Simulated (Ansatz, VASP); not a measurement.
**Nb: VASP beside Ansatz**

```
CELL_PARAMETERS angstrom
-1.42407 1.42407 1.42407
1.42407 -1.42407 1.42407
1.42407 1.42407 -1.42407
ATOMIC_POSITIONS crystal
Nb 0.00000 0.00000 0.00000
```

Change from the starting cell: volume scaled by 0.64, PAW files.

Alike in both runs: task single point; functional r2SCAN; k mesh 18 × 18 × 18; occupations fermi-dirac, width 0.1 eV; no spin polarisation.

```csv
,VASP,Ansatz
version,VASP 6.6.1,Ansatz 0.2.0
potentials or method,"VASP PAW PBE potentials, release 64 (Nb_sv)","PAW with Ansatz's default frozen-core files, scalar-relativistic"
plane-wave cutoff (eV),520,500
valence electrons in the cell,13,13
```

|  | VASP | Ansatz | Ansatz less VASP |
| --- | --- | --- | --- |
| pressure (GPa) | 173.4 | 172.8 | -0.62 |

VASP's potentials were made for PBE, not for r2SCAN. Both programs put the cell under a high pressure, so it lies far from rest at this level. With one functional, cell and mesh, what is left measures potentials, basis and numerics.

Noted on VASP's run: the cell as given lies far from equilibrium.
